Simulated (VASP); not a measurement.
**K4EuMg3F12 (a cell with a defect): single point with PBE**

The system is K4EuMg3F12 (a cell with a defect).

```
CELL_PARAMETERS angstrom
-4.05388 4.05388 4.05388
4.05388 -4.05388 4.05388
4.05388 4.05388 -4.05388
ATOMIC_POSITIONS crystal
K 0.50000 0.50000 0.50000
K 0.00000 0.00000 0.50000
K 0.00000 0.50000 0.00000
K 0.50000 0.00000 0.00000
Eu 0.50000 0.50000 0.00000
Mg 0.00000 0.00000 0.00000
Mg 0.00000 0.50000 0.50000
Mg 0.50000 0.00000 0.50000
F 0.25000 0.00000 0.25000
F 0.77374 0.50000 0.27374
F 0.75000 0.00000 0.75000
F 0.22626 0.50000 0.72626
F 0.75000 0.25000 0.50000
F 0.25000 0.75000 0.50000
F 0.22626 0.22626 0.00000
F 0.77374 0.77374 0.00000
F 0.00000 0.25000 0.25000
F 0.50000 0.77374 0.27374
F 0.50000 0.22626 0.72626
F 0.00000 0.75000 0.75000
```

```
Program             : VASP 6.6.1
Task                : single point
Functional          : PBE
Potentials or basis : VASP PAW PBE potentials, release 64 (K_sv, Eu, Mg, F)
Cutoff              : 520 eV
k mesh              : 2 × 2 × 2, shifted
Occupations         : gaussian, width 0.02 eV
Spin                : collinear spin, ferromagnetic start
Starting moments    : [0.0, 0.0, 0.0, 0.0, 7.0, 0.0, 0.0, 0.0, 0.0, 0.0, 0.0, 0.0, 0.0, 0.0, 0.0, 0.0, 0.0, 0.0, 0.0, 0.0] μB
```

The pressure is 10.6 GPa. The largest force is 0.032 eV/Å and the band gap on the k mesh is 0.83 eV. The net moment is 7.00 μB per cell. The site moments are K +0.00; Eu +6.66; Mg +0.00; F -0.00 μB. The valence electrons inside the program's atomic spheres are K 7.57; Eu 15.16; Mg 0.42; F 6.13, 6.16 (each value once).

Forces on the atoms (eV/Å):
```
K    0.000  0.000  0.000
K    0.000  0.000  0.000
K    0.000  0.000  0.000
K    0.000  0.000  0.000
Eu   0.000  0.000  0.000
Mg   0.000  0.000  0.000
Mg   0.000  0.000  0.000
Mg   0.000  0.000  0.000
F    0.000  0.000  0.000
F    0.000  0.032  0.000
F    0.000  0.000  0.000
F    0.000 -0.032  0.000
F    0.000  0.000  0.000
F    0.000  0.000  0.000
F    0.000  0.000 -0.032
F    0.000  0.000  0.032
F    0.000  0.000  0.000
F    0.032  0.000  0.000
F   -0.032  0.000  0.000
F    0.000  0.000  0.000
```

Levels at points of the mesh, in eV from the valence-band top:
Spin up:
```tsv
k point	band 71	band 72	band 73	band 74	band 75	band 76	band 77	band 78	band 79	band 80
(0.25, 0.25, 0.25)	-0.13	-0.13	-0.01	-0.01	-0.01	1.87	1.87	1.87	1.90	2.34
```
Spin down:
```
           k point  band 64  band 65  band 66  band 67  band 68  band 69  band 70  band 71  band 72  band 73
(0.25, 0.25, 0.25)    -7.47    -7.47    -7.46    -7.46    -7.34     2.01     2.27     2.27     2.27     2.61
```

Wall time 6.7 min on 1 thread of Intel(R) Xeon(R) 6975P-C (Granite Rapids), on a shared host, peak memory 0.54 GiB.

Caveat: the k points lie up to 0.55 Å⁻¹ apart; spin-orbit coupling is left out, which moves the levels of the heavy elements; semilocal functionals describe open f shells poorly, which spoils levels, moments and volumes. The state reached can hang on the start; a lower one may exist.
